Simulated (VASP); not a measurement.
A run of VASP 6.6.1 is set up as follows.

POSCAR

```
MoS2
1.0
    1.5855000000      0.9153900000      6.1150000000
   -1.5855000000      0.9153900000      6.1150000000
    0.0000000000     -1.8307800000      6.1150000000
Mo S
1 2
Direct
    0.0000000000      0.0000000000      0.0000000000
    0.7500000000      0.7500000000      0.7500000000
    0.2500000000      0.2500000000      0.2500000000
```

File INCAR.step1:

```
SYSTEM = MoS2
PREC = Accurate
ENCUT = 520
ISMEAR = 1
SIGMA = 0.1
LREAL = .False.
LASPH = .True.
NELM = 80
NBANDS = 20
GGA = PE
ALGO = Normal
EDIFF = 1E-4
LWAVE = .True.
LCHARG = .False.
```

INCAR.step2

```
SYSTEM = MoS2
PREC = Accurate
ENCUT = 520
EDIFF = 1E-6
ISMEAR = 1
SIGMA = 0.1
LREAL = .False.
LASPH = .True.
NELM = 80
ALGO = Normal
ISIF = 2
LWAVE = .False.
LCHARG = .True.
METAGGA = R2SCAN
LMIXTAU = .True.
IVDW = 12
VDW_S6 = 1.0
VDW_S8 = 0.78981345
VDW_A1 = 0.49484001
VDW_A2 = 5.73083694
LELF = .True.
LVHAR = .True.
NBANDS = 20
ISTART = 1
```

The input KPOINTS:

```
Automatic mesh
0
Gamma
  5 5 5
  0.5 0.5 0.5
```

Potentials or basis: VASP PAW PBE potentials, release 64 (Mo_sv, S).

Launch:

```bash
$ cat potpaw_PBE.64/Mo_sv/POTCAR potpaw_PBE.64/S/POTCAR > POTCAR
$ cp INCAR.step1 INCAR
$ mpirun -np 1 vasp_std > vasp.out
$ cp INCAR.step2 INCAR
$ mpirun -np 1 vasp_std > vasp.out
```

(1) Estimate the dispersion energy per atom.

(2) Estimate the pressure.

(3) Estimate the largest force.

(4) What does it give for the band gap on the k mesh?

Answers

(1) -0.202 eV.

(2) 5.3 GPa.

(3) 0.630 eV/Å.

(4) zero (band 13 reaches 7.41 eV, above the bottom of band 14 at 7.26 eV).

Caveat: the k points lie up to 0.46 Å⁻¹ apart; the PAW data sets were made with another functional, which shifts forces and pressure a little; pairwise dispersion overbinds metals, which lowers pressure and volume.
